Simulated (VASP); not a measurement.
Write the native input for VASP 6.6.1 that does the following.

| Item | Value |
| --- | --- |
| Task | relaxation of cell and atoms |
| Functional | PBE |
| Potentials or basis | VASP PAW PBE potentials, release 64 (Mg, O) |
| Cutoff | 600 eV |
| k mesh | 4 × 4 × 4 |
| Occupations | gaussian, width 0.2 eV |
| Spin | no spin polarisation |
| Dipole correction | no |
| Further INCAR settings | ALGO = Normal; EDIFF = 1e-07; IBRION = 2; EDIFFG = -0.08; NSW = 36; ISIF = 3 |

The structure of Mg2O lies in POSCAR:

```
Mg2O
1.0
    0.0000000000      3.7473262100      3.7473262100
    3.7473262100      0.0000000000      3.7473262100
    3.7473262100      3.7473262100      0.0000000000
Mg O
4 2
Direct
    0.6250000000      0.6250000000      0.6250000000
    0.6250000000      0.6250000000      0.1250000000
    0.6250000000      0.1250000000      0.6250000000
    0.1250000000      0.6250000000      0.6250000000
    0.0000000000      0.0000000000      0.0000000000
    0.2500000000      0.2500000000      0.2500000000
```

The cell was built from a structure type or drawn by symmetry, and may not be a known phase.

These files were run (other wordings do the same):

INCAR

```
  PREC = Accurate
  ENCUT = 600
  EDIFF = 1E-7
  ISMEAR = 0
  SIGMA = 0.2
  LREAL = False
  LASPH = True
  NELM = 120
  ALGO = Normal
  ISIF = 3
  LWAVE = False
  LCHARG = False
  GGA = PE
  IBRION = 2
  NSW = 36
  EDIFFG = -0.08
  GGA_COMPAT = False
  NELMIN = 4
```

KPOINTS

```
Automatic mesh
0
Gamma
  4 4 4
```

Potentials or basis: VASP PAW PBE potentials, release 64 (Mg, O).

Run with:

```bash
$ cat potpaw_PBE.64/Mg/POTCAR potpaw_PBE.64/O/POTCAR > POTCAR
$ mpirun -np 1 vasp_std > vasp.out
```

Results of the run:

```
Pressure after relaxing : -0.4 GPa
Band gap on the k mesh  : 1.26 eV (least direct gap 1.28 eV)
```

Caveat: the relaxation stopped at its first step, so nothing moved.

It took 12 s on 1 thread of Intel(R) Xeon(R) 6975P-C (Granite Rapids), on a shared host, peak memory 0.24 GiB.
